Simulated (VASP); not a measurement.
Input of a VASP 6.6.1 run:

INCAR

```
SYSTEM = Cd
ALGO = Normal
EDIFF = 1E-6
ENCUT = 520
GGA = PS
ISIF = 2
ISMEAR = -1
LASPH = .True.
LCHARG = .False.
LREAL = .False.
LWAVE = .False.
NBANDS = 19
NELM = 80
PREC = Accurate
SIGMA = 0.05
```

The input KPOINTS:

```
k-points
0
Gamma
  14 14 7
  0 0 0
```

The input POSCAR:

```
Cd
1.0
    2.9283733878      0.0000000000      0.0000000000
   -1.4641866939      2.5360457456      0.0000000000
    0.0000000000      0.0000000000      5.5224171956
Cd
2
Direct
    0.3333333333      0.6666666667      0.2500000000
    0.6666666667      0.3333333333      0.7500000000
```

Potentials or basis: VASP PAW PBE potentials, release 64 (Cd).

Run with:

```console
$ cat potpaw_PBE.64/Cd/POTCAR > POTCAR
$ mpirun -np 1 vasp_std > vasp.out
```

(1) What does it give for the pressure?

(2) Predict the band gap on the k mesh.

Answers

(1) 2.2 GPa.

(2) zero (band 12 reaches 4.52 eV, above the bottom of band 13 at 0.17 eV).

Caveat: the PAW data sets were made with another functional, which shifts forces and pressure a little.
